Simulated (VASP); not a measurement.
## InSbTe3: relaxation of cell and atoms with PBE

Crystal: InSbTe3.

```
In Sb Te
1.0
     5.80724    0.00000    0.00000
     0.00000    5.80724    0.00000
     0.00000    0.00000    5.80724
In Sb Te
1 1 3
Direct
  0.50000 0.50000 0.50000
  0.00000 0.00000 0.00000
  0.50000 0.00000 0.00000
  0.00000 0.50000 0.00000
  0.00000 0.00000 0.50000
```

The cell was built from a structure type or drawn by symmetry, and may not be a known phase.

```yaml
Program: VASP 6.6.1
Task: relaxation of cell and atoms
Functional: PBE
Potentials_or_basis: VASP PAW PBE potentials, release 64 (In_d, Sb, Te)
Cutoff: 600 eV
k_mesh: 8 × 8 × 8
Occupations: gaussian, width 0.1 eV
Spin: no spin polarisation
Dipole_correction: no
Further_INCAR_settings: ALGO = Normal; EDIFF = 1e-06; IBRION = 2; EDIFFG = -0.01; NSW = 100; ISIF = 3
```

```yaml
Relaxed_volume: 39.34 Å³/atom
Relaxed_cell: a = 5.816 Å, b = 5.816 Å, c = 5.816 Å, α = 90.00°, β = 90.00°, γ = 90.00°
Space_group_after_relaxing_to_0.1_Å: Pm-3m (No. 221)
Energy_gained_by_relaxing: 0.1 meV/atom
Ionic_steps: 2
Pressure_after_relaxing: 0.0 GPa
Band_gap_on_the_k_mesh: zero (bands 18 and 19 overlap by 1.14 eV)
```

Step by step:
```
step  energy change (eV)  largest force (eV/Å)  pressure (GPa)  volume (Å³)
   1              0.0000                0.0000            0.13       195.84
   2             -0.0003                0.0000            0.00       196.72
```

Final structure:
```cif
data_structure
_symmetry_space_group_name_H-M 'P 1'
_symmetry_Int_Tables_number 1
_cell_length_a 5.8158
_cell_length_b 5.8158
_cell_length_c 5.8158
_cell_angle_alpha 90.000
_cell_angle_beta 90.000
_cell_angle_gamma 90.000
_cell_volume 196.72
loop_
_atom_site_label
_atom_site_type_symbol
_atom_site_fract_x
_atom_site_fract_y
_atom_site_fract_z
_atom_site_occupancy
In1 In 0.50000 0.50000 0.50000 1
Sb1 Sb 0.00000 0.00000 0.00000 1
Te1 Te 0.50000 0.00000 0.00000 1
Te2 Te 0.00000 0.50000 0.00000 1
Te3 Te 0.00000 0.00000 0.50000 1
```

Levels at points of the mesh, in eV from the Fermi level:
```csv
k point,band 15,band 16,band 17,band 18,band 19,band 20,band 21,band 22
"(0.00, 0.00, 0.00)",-0.70,-0.70,-0.51,-0.51,-0.51,3.76,3.76,3.76
"(0.50, 0.00, 0.00)",-1.17,-0.84,-0.45,-0.45,-0.09,1.55,2.14,3.08
"(0.50, 0.50, 0.00)",-1.12,-1.12,-0.82,0.59,0.59,0.59,0.77,2.15
"(0.50, 0.50, 0.50)",-0.80,0.25,0.25,0.25,0.60,0.60,0.60,1.58
```

It took 5.4 min on 1 thread of Intel Xeon 8259CL (shared host), peak memory 0.49 GiB.

Caveat: spin-orbit coupling is left out, which moves the levels of the heavy elements.
